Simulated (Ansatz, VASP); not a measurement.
**One calculation of Ir, two programs**

```
Ir
1.0
     0.00000    1.91560    1.91560
     1.91560    0.00000    1.91560
     1.91560    1.91560    0.00000
Ir
1
Direct
  0.00000 0.00000 0.00000
```

Alike in both runs: task single point; functional LDA; k mesh 8 × 8 × 8; occupations gaussian, width 0.1 eV; no spin polarisation.

```csv
,VASP,Ansatz
version,VASP 6.6.1,Ansatz 0.2.0
potentials or method,"VASP PAW LDA potentials, release 64 (Ir), cutoff 520 eV","scalar-relativistic, plane waves, PAW"
valence electrons in the cell,9,17
```

```tsv
	VASP	Ansatz	Ansatz less VASP
gap on the k mesh at the Fermi level (eV)	none	none	-
pressure (GPa)	-2.3	-4.7	-2.41
```

LDA's correlation is that of Perdew and Zunger in VASP and of Perdew and Wang (1992) in Ansatz. A gap of «none» marks a metal or a gap that the smearing closes. VASP's potentials hold 9 valence electrons a cell and Ansatz's 17, so a difference there can come from the potentials and not from the codes.

Neither program's run includes spin-orbit coupling.
